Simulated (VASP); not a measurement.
Input of a VASP 6.6.1 run:

File INCAR:

```
SYSTEM = Ga2SnSe4
PREC = Accurate
ENCUT = 500
EDIFF = 1E-6
ISMEAR = 0
SIGMA = 0.15
LREAL = .False.
LASPH = .True.
NELM = 120
ALGO = Normal
ISIF = 2
LWAVE = .False.
LCHARG = .False.
GGA = PE
NBANDS = 41
GGA_COMPAT = .False.
```

Contents of KPOINTS:

```
regular mesh
0
Gamma
  4 4 1
  0 0 0
```

The input POSCAR:

```
Ga2SnSe4
1.0
    4.0874477847      0.0000000000      0.0000000000
   -2.0437238923      3.5398336182      0.0000000000
    0.0000000000      0.0000000000     13.0721387989
Ga Sn Se
2 1 4
Direct
    0.6666666667      0.3333333333      0.2475432281
    0.3333333333      0.6666666667      0.7524567719
    0.0000000000      0.0000000000      0.0000000000
    0.6666666667      0.3333333333      0.4282979088
    0.3333333333      0.6666666667      0.1449952867
    0.3333333333      0.6666666667      0.5717020912
    0.6666666667      0.3333333333      0.8550047133
```

Potentials or basis: VASP PAW PBE potentials, release 64 (Ga_d, Sn_d, Se).

Run with:

```sh
$ cat potpaw_PBE.64/Ga_d/POTCAR potpaw_PBE.64/Sn_d/POTCAR potpaw_PBE.64/Se/POTCAR > POTCAR
$ mpirun -np 1 vasp_std > vasp.out
```

(1) Estimate the largest force.

(2) Estimate the band gap on the k mesh.

(3) Predict the pressure.

Answers

(1) 0.009 eV/Å.

(2) zero (bands 32 and 33 overlap by 0.03 eV).

(3) 0.1 GPa.

Caveat: the k points lie up to 0.48 Å⁻¹ apart; spin-orbit coupling is left out, which moves the levels of the heavy elements.
